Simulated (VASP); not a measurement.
Input of a VASP 6.6.1 run:

INCAR

```
SYSTEM = Rh
PREC = Accurate
ENCUT = 520
EDIFF = 1E-8
ISMEAR = -1
SIGMA = 0.08
LREAL = .False.
LASPH = .True.
NELM = 80
ALGO = Normal
ISIF = 2
LWAVE = .False.
LCHARG = .False.
GGA = PS
LEFG = .True.
NBANDS = 14
```

KPOINTS

```
Automatic mesh
0
Gamma
  16 16 16
  0 0 0
```

The input POSCAR:

```
Rh
1.0
    0.0000000000      1.9585965000      1.9015500000
    1.9585965000      0.0000000000      1.9015500000
    1.9585965000      1.9585965000      0.0000000000
Rh
1
Direct
    0.0000000000      0.0000000000      0.0000000000
```

Potentials or basis: VASP PAW PBE potentials, release 64 (Rh_pv).

The run is started by

```console
$ cat potpaw_PBE.64/Rh_pv/POTCAR > POTCAR
$ mpirun -np 1 vasp_std > vasp.out
```

(1) Predict the pressure.

Results:

(1) -18.4 GPa.

Caveat: the cell differs from its parent crystal (equal xx and yy strain of +3 %); without QUAD_EFG the Cq values of the log hold for a quadrupole moment of 1 mb, not for the nuclei; the PAW data sets were made with another functional, which shifts forces and pressure a little.
